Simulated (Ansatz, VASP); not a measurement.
## Two plane-wave programs on FeSi

```xyz
8
Lattice="4.4920 0.0000 0.0000 0.0000 4.4920 0.0000 0.0000 0.0000 4.4920" Properties=species:S:1:pos:R:3 pbc="T T T"
Fe    0.6109    0.6109    0.6109
Fe    1.6351    3.8811    2.8569
Fe    2.8569    1.6351    3.8811
Fe    3.8811    2.8569    1.6351
Si    3.7765    3.7765    3.7765
Si    2.9615    0.7155    1.5305
Si    1.5305    2.9615    0.7155
Si    0.7155    1.5305    2.9615
```

Alike in both runs: task relaxation of the atoms; functional PBE; k mesh 8 × 8 × 8; occupations gaussian, width 0.01 eV; no spin polarisation.

```csv
,VASP,Ansatz
version,VASP 6.6.1,Ansatz 0.2.0
potentials or method,"VASP PAW PBE potentials, release 64 (Fe, Si), cutoff 520 eV","scalar-relativistic, plane waves, PAW"
valence electrons in the cell,48,80
```

Ansatz gave:

| Quantity | Value |
| --- | --- |
| gap on the k mesh at the Fermi level, each at its own relaxed structure (eV) | 0.17 |

Which values does VASP return?

gap on the k mesh at the Fermi level, each at its own relaxed structure (eV): 0.16.

VASP's potentials hold 48 valence electrons a cell and Ansatz's 80, so a difference there can come from the potentials and not from the codes. Ansatz's warnings: stress scf threshold loose.
